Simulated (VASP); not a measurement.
Write the native input for VASP 6.6.1 that does the following.

```yaml
Task: single point
Functional: PBE
Potentials_or_basis: VASP PAW PBE potentials, release 64 (Cs_sv, C)
Cutoff: 520 eV
k_mesh: 6 × 6 × 6
Occupations: gaussian, width 0.1 eV
Spin: collinear spin, ferromagnetic start
Starting_moments: "[0.0, 0.0, 0.0, 1.68, 1.68] μB"
Dipole_correction: no
Further_INCAR_settings: ALGO = Normal; EDIFF = 1e-07; NBANDS = 30
```

The structure of Cs3C2 lies in POSCAR:

```
Cs3C2
1.0
    6.2081307611      0.0000000000      0.0000000000
    0.0000000000      6.2081307611      0.0000000000
    0.0000000000      0.0000000000      6.2081307611
Cs C
3 2
Direct
    0.0000000000      0.5000000000      0.5000000000
    0.5000000000      0.0000000000      0.5000000000
    0.5000000000      0.5000000000      0.0000000000
    0.5000000000      0.5000000000      0.5000000000
    0.0000000000      0.0000000000      0.0000000000
```

These files were run (other wordings do the same):

INCAR

```
PREC = Accurate
ENCUT = 520
EDIFF = 1E-7
ISMEAR = 0
SIGMA = 0.1
LREAL = F
LASPH = T
NELM = 150
ALGO = Normal
ISIF = 2
LWAVE = F
LCHARG = F
ISPIN = 2
MAGMOM = 0 0 0 1.68 1.68
LORBIT = 11
GGA = PE
NBANDS = 30
```

KPOINTS

```
regular mesh
0
Gamma
  6 6 6
```

Potentials or basis: VASP PAW PBE potentials, release 64 (Cs_sv, C).

The run is started by

```console
$ cat potpaw_PBE.64/Cs_sv/POTCAR potpaw_PBE.64/C/POTCAR > POTCAR
$ mpirun -np 1 vasp_std > vasp.out
```

Results of the run:

```
Pressure                                              : 0.1 GPa
Band gap on the k mesh                                : zero (filled and empty bands overlap)
Net moment                                            : 5.00 μB per cell
Site moments                                          : Cs +0.06; C +0.91, +1.08 μB
Valence electrons inside the program's atomic spheres : Cs 6.57; C 2.14, 2.06
```

Caveat: spin-orbit coupling is left out, which moves the levels of the heavy elements.

Run time: 4.8 min on 1 thread of Intel(R) Xeon(R) Platinum 8259CL CPU @ 2.50GHz (Skylake/Cascade Lake) (shared host), peak memory 0.52 GiB.
